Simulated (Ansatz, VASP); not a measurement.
# One calculation of Te2Mo, two programs

Contents of INCAR:

```
  PREC = Accurate
  ENCUT = 520
  EDIFF = 1E-6
  ISMEAR = 0
  SIGMA = 0.05
  LREAL = F
  LASPH = T
  NELM = 80
  ALGO = Normal
  ISIF = 2
  LWAVE = F
  LCHARG = F
  GGA = PE
  NBANDS = 35
```

File KPOINTS:

```
Automatic mesh
0
Gamma
  9 9 1
```

POSCAR

```
Te2Mo
1.0
    3.5549909197      0.0000000000      0.0000000000
   -1.7774954599      3.0787124467      0.0000000000
    0.0000000000      0.0000000000     35.0365360304
Te Mo
4 2
Direct
    0.3333333333      0.6666666667      0.4483984951
    0.3219971581      0.6666666667      0.9483984951
    0.3446695086      0.6666666667      0.0516015049
    0.3333333333      0.6666666667      0.5516015049
    0.0000000000      0.0000000000      0.0000000000
    0.0000000000      0.0000000000      0.5000000000
```

Input for Ansatz:

```yaml
crystal:
  lattice:
    - [3.5549909197, 0.0, 0.0]
    - [-1.7774954599, 3.0787124467, 0.0]
    - [0.0, 0.0, 35.0365360304]
  atoms:
    - { symbol: Te, position: [0.3333333333, 0.6666666667, 0.4483984951] }
    - { symbol: Te, position: [0.3219971581, 0.6666666667, 0.9483984951] }
    - { symbol: Te, position: [0.3446695086, 0.6666666667, 0.0516015049] }
    - { symbol: Te, position: [0.3333333333, 0.6666666667, 0.5516015049] }
    - { symbol: Mo, position: [0.0, 0.0, 0.0] }
    - { symbol: Mo, position: [0.0, 0.0, 0.5] }
basis:
  ecutwfc: 420
kpoints:
  mp_grid: { grid: [9, 9, 1] }
hamiltonian:
  xc: pbe
  pseudopotentials: { kind: paw, azcp: { folder: soft_1 } }
scf:
  occupations: { method: gaussian, width: 0.05 }
output:
  forces: true
  stress: true
  eigenvalues: true
```

Change from the starting cell: mode 7 frozen in at -0.040 Å and mode 12 at +0.000 Å (largest displacements).

Alike in both runs: task single point; functional PBE; k mesh 9 × 9 × 1; occupations gaussian, width 0.05 eV; no spin polarisation.

|  | VASP | Ansatz |
| --- | --- | --- |
| version | VASP 6.6.1 | Ansatz 0.2.0 |
| potentials or method | VASP PAW PBE potentials, release 64 (Te, Mo_sv), cutoff 520 eV | scalar-relativistic, plane waves, PAW |
| valence electrons in the cell | 52 | 92 |

Ansatz gave:

* gap on the k mesh at the Fermi level (eV): 1.08
* least direct gap on the mesh (eV): 1.08
* rms of the force components (eV/Å): 0.082

Estimate VASP's values.

gap on the k mesh at the Fermi level (eV): 1.08; least direct gap on the mesh (eV): 1.08; rms of the force components (eV/Å): 0.083.

Atom by atom the forces differ by 0.006 eV/Å (rms over components). The functional is the same, so the differences come from potentials, cutoffs and numerics. VASP's potentials hold 52 valence electrons a cell and Ansatz's 92, so a difference there can come from the potentials and not from the codes.

Spin-orbit coupling is off throughout.
